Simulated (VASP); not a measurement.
Here is a VASP 6.6.1 calculation.

The input POSCAR:

```
ZnS
1.0
    0.0000000000      2.6940955616      2.6940955616
    2.6940955616      0.0000000000      2.6940955616
    2.6940955616      2.6940955616      0.0000000000
Zn S
1 1
Direct
    0.2500000000      0.2500000000      0.2500000000
    0.0000000000      0.0000000000      0.0000000000
```

Contents of INCAR.step1:

```
SYSTEM = ZnS
PREC     = Accurate       ! precision mode
ENCUT    = 520            ! plane-wave cutoff, eV
EDIFF    = 1E-5           ! SCF threshold, eV
ISMEAR   = 0              ! smearing method
SIGMA    = 0.01           ! smearing width, eV
LREAL    = .False.        ! projectors in reciprocal space
LASPH    = .True.         ! aspherical terms in the spheres
NELM     = 60             ! most SCF steps
ALGO     = Normal         ! electronic algorithm
ISIF     = 2              ! what is computed and relaxed
LWAVE    = .True.         ! write WAVECAR
GGA      = PE             ! functional
NBANDS   = 16             ! bands
```

INCAR.step2

```
SYSTEM = ZnS
PREC     = Accurate       ! precision mode
ENCUT    = 520            ! plane-wave cutoff, eV
EDIFF    = 1E-6           ! SCF threshold, eV
ISMEAR   = 0              ! smearing method
SIGMA    = 0.01           ! smearing width, eV
LREAL    = .False.        ! projectors in reciprocal space
LASPH    = .True.         ! aspherical terms in the spheres
NELM     = 60             ! most SCF steps
ALGO     = Normal         ! electronic algorithm
ISIF     = 2              ! what is computed and relaxed
LWAVE    = .False.        ! write WAVECAR
LCHARG   = .True.         ! write CHGCAR
GGA      = PE             ! functional
LHFCALC  = .True.         ! exact exchange
AEXX     = 1.0            ! exact-exchange fraction
ALDAC    = 0.0          
AGGAC    = 0.0          
PRECFOCK = Normal       
LELF     = .True.         ! ELF
LVHAR    = .True.       
ISTART   = 1            
NBANDS   = 16             ! bands
```

The input KPOINTS:

```
Automatic mesh
0
Gamma
  6 6 6
  0 0 0
```

Potentials or basis: VASP PAW PBE potentials, release 64 (Zn, S).

Launch:

```bash
$ cat potpaw_PBE.64/Zn/POTCAR potpaw_PBE.64/S/POTCAR > POTCAR
$ cp INCAR.step1 INCAR
$ mpirun -np 1 vasp_std > vasp.out
$ cp INCAR.step2 INCAR
$ mpirun -np 1 vasp_std > vasp.out
```

Q: Estimate the band gap on the k mesh.

A: 10.29 eV.

Q: What does it give for the pressure?

A: 9.0 GPa.

Caveat: the cell stands under pressure; the PAW data sets were made with another functional, which shifts forces and pressure a little. A k mesh can miss the band edges.
